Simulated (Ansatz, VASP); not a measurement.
Ni in VASP and in Ansatz

```
Ni
1.0
     0.00000    1.48114    1.48114
     1.48114    0.00000    1.48114
     1.48114    1.48114    0.00000
Ni
1
Direct
  0.00000 0.00000 0.00000
```

Change from the starting cell: volume scaled by 0.6, PAW files.

Alike in both runs: task single point; functional PBE; k mesh 21 × 21 × 21; occupations fermi-dirac, width 0.05 eV; no spin polarisation.

|  | VASP | Ansatz |
| --- | --- | --- |
| version | VASP 6.6.1 | Ansatz 0.2.0 |
| potentials or method | VASP PAW PBE potentials, release 64 (Ni) | PAW with Ansatz's default frozen-core files, scalar-relativistic |
| plane-wave cutoff (eV) | 520 | 420 |
| valence electrons in the cell | 10 | 18 |

Ansatz gave:

* pressure (GPa): 350.0

Which values does VASP return?

Pressure (GPa): 349.9.

Both programs put the cell under a high pressure, so it lies far from rest at this level. With one functional, cell and mesh, what is left measures potentials, basis and numerics. VASP's potentials hold 10 valence electrons a cell and Ansatz's 18, so a difference there can come from the potentials and not from the codes.

Noted on VASP's run: the cell as given lies far from equilibrium.
